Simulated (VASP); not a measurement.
Write the native input for VASP 6.6.1 that does the following.

```yaml
Task: single point
Functional: r2SCAN
Potentials_or_basis: VASP PAW PBE potentials, release 64 (Pt, Se)
Cutoff: 520 eV
k_mesh: 12 × 12 × 6
Occupations: gaussian, width 0.02 eV
Spin: no spin polarisation
Dipole_correction: no
Further_INCAR_settings: ALGO = Normal; EDIFF = 1e-06; NBANDS = 18
```

The system is PtSe2.

```xyz
3
Lattice="3.7175 0.0000 0.0000 -1.8587 3.2194 0.0000 0.0000 0.0000 5.8219" Properties=species:S:1:pos:R:3 pbc="T T T"
Pt    0.0000    0.0000    0.0000
Se    1.8587    1.0731    4.5107
Se    0.0000    2.1463    1.3111
```

The input as run:

POSCAR

```
PtSe2
1.0
    3.7174822797      0.0000000000      0.0000000000
   -1.8587411399      3.2194340923      0.0000000000
    0.0000000000      0.0000000000      5.8218530436
Pt Se
1 2
Direct
    0.0000000000      0.0000000000      0.0000000000
    0.6666666667      0.3333333333      0.7747925647
    0.3333333333      0.6666666667      0.2252074353
```

INCAR.step1

```
ALGO = Normal
EDIFF = 1E-4
ENCUT = 520
GGA = PE
ISMEAR = 0
LASPH = True
LCHARG = False
LREAL = False
LWAVE = True
NBANDS = 18
NELM = 60
PREC = Accurate
SIGMA = 0.02
```

INCAR.step2

```
ALGO = Normal
EDIFF = 1E-6
ENCUT = 520
ISIF = 2
ISMEAR = 0
ISTART = 1
LASPH = True
LCHARG = False
LMIXTAU = True
LREAL = False
LWAVE = False
METAGGA = R2SCAN
NBANDS = 18
NELM = 60
PREC = Accurate
SIGMA = 0.02
```

KPOINTS

```
k-points
0
Gamma
  12 12 6
```

Potentials or basis: VASP PAW PBE potentials, release 64 (Pt, Se).

Command:

```console
$ cat potpaw_PBE.64/Pt/POTCAR potpaw_PBE.64/Se/POTCAR > POTCAR
$ cp INCAR.step1 INCAR
$ mpirun -np 1 vasp_std > vasp.out
$ cp INCAR.step2 INCAR
$ mpirun -np 1 vasp_std > vasp.out
```

It gave:

```
Pressure               : 0.1 GPa
Largest force          : 0.010 eV/Å
Band gap on the k mesh : 0.57 eV (least direct gap 0.94 eV)
```

Caveat: the PAW data sets were made with another functional, which shifts forces and pressure a little; spin-orbit coupling is left out, which moves the levels of the heavy elements.

Run time: 4.7 min on 1 thread of Intel(R) Xeon(R) Platinum 8559C (Emerald Rapids), with other jobs on the host, peak memory 0.28 GiB.
